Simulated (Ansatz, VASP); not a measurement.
**Two plane-wave programs on Ga**

```
CELL_PARAMETERS angstrom
-1.43154 1.43154 2.27272
1.43154 -1.43154 2.27272
1.43154 1.43154 -2.27272
ATOMIC_POSITIONS crystal
Ga 0.00000 0.00000 0.00000
```

Change from the starting cell: volume scaled by 1.06, PAW files.

Alike in both runs: task electric field gradients; functional PBE; k mesh 16 × 16 × 16; occupations fermi-dirac, width 0.03 eV; no spin polarisation.

|  | VASP | Ansatz |
| --- | --- | --- |
| version | VASP 6.6.1 | Ansatz 0.2.0 |
| potentials or method | VASP PAW PBE potentials, release 64 (Ga_d) | PAW with Ansatz's default frozen-core files, scalar-relativistic |
| plane-wave cutoff (eV) | 520 | 420 |
| valence electrons in the cell | 13 | 13 |

|  | VASP | Ansatz | Ansatz less VASP |
| --- | --- | --- | --- |
| pressure (GPa) | 0.9 | 0.8 | -0.09 |
| traceless stress, the component that is largest in VASP (GPa) | -0.39 | -0.37 | +0.019 |
| size of Vzz on the site where it differs most (V/Å²) | 19.1 | 20.3 | +1.18 |

The functional is the same, so the differences come from potentials, cutoffs and numerics.
